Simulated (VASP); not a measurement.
Input of a VASP 6.6.1 run:

INCAR

```
SYSTEM = SrHfBr6
PREC = Accurate
ENCUT = 520
EDIFF = 1E-6
ISMEAR = -1
SIGMA = 0.03
LREAL = .False.
LASPH = .True.
NELM = 80
ALGO = Normal
ISIF = 2
LWAVE = .False.
LCHARG = .True.
GGA = PS
LELF = .True.
LVHAR = .True.
NBANDS = 41
```

KPOINTS

```
Automatic mesh
0
Gamma
  4 4 4
  0 0 0
```

The input POSCAR:

```
SrHfBr6
1.0
    5.8842639000      3.3972813454      2.4978106291
   -5.8842639000      3.3972813454      2.4978106291
    0.0000000000     -6.7945626946      2.4978106238
Sr Hf Br
1 1 6
Direct
    0.0000000000      0.0000000000      0.0000000000
    0.5000000000      0.5000000000      0.5000000000
    0.4813499473      0.2798367365      0.1243286021
    0.2798367365      0.1243286021      0.4813499473
    0.8756713979      0.5186500527      0.7201632635
    0.7201632635      0.8756713979      0.5186500527
    0.5186500527      0.7201632635      0.8756713979
    0.1243286021      0.4813499473      0.2798367365
```

Potentials or basis: VASP PAW PBE potentials, release 64 (Sr_sv, Hf_pv, Br).

Run with:

```console
$ cat potpaw_PBE.64/Sr_sv/POTCAR potpaw_PBE.64/Hf_pv/POTCAR potpaw_PBE.64/Br/POTCAR > POTCAR
$ mpirun -np 1 vasp_std > vasp.out
```

(1) Estimate the largest force.

(2) Estimate the pressure.

Answers

(1) 0.045 eV/Å.

(2) -0.1 GPa.

Caveat: the PAW data sets were made with another functional, which shifts forces and pressure a little.
